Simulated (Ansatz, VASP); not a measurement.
# TiO2: VASP beside Ansatz

```
Ti O
1.0
     4.59984    0.00000    0.00000
     0.00000    4.59984    0.00000
     0.00000    0.00000    2.95921
Ti O
2 4
Direct
  0.00000 0.00000 0.50000
  0.50000 0.50000 0.00000
  0.30432 0.30432 0.50000
  0.19568 0.80432 0.00000
  0.80432 0.19568 0.00000
  0.69568 0.69568 0.50000
```

Alike in both runs: task relaxation of cell and atoms; functional PBEsol; k mesh 6 × 6 × 9; occupations fermi-dirac, width 0.05 eV; no spin polarisation; Hubbard terms Ti d U = 1.0 eV.

```csv
,VASP,Ansatz
version,VASP 6.6.1,Ansatz 0.2.0
potentials or method,"VASP PAW PBE potentials, release 64 (Ti_sv, O)",Ansatz PAW
plane-wave cutoff (eV),600,420
valence electrons in the cell,48,48
```

Ansatz gave:

```
gap on the k mesh at the Fermi level, each at its own relaxed structure (eV) : 1.97
relaxed volume (Å³/atom)                                                     : 10.36
relaxed length of the cell vector where the two differ most in proportion (Å)              : 2.949
```

Problem. What did VASP give for the same quantities?

Solution. gap on the k mesh at the Fermi level, each at its own relaxed structure (eV): 1.93; relaxed volume (Å³/atom): 10.41; relaxed length of the cell vector where the two differ most in proportion (Å): 2.956.

VASP's potentials were made for PBE, not for PBEsol. The programs project onto different local orbitals, so the same U acts differently, and such runs can settle in different states.

Noted on Ansatz's run: odd divisions of the mesh miss points on the zone boundary, where band edges often lie, so the gap on the mesh can be too wide; the plane-wave basis is chosen anew once the cell has moved, so the energies of steps on either side of that aren't comparable.
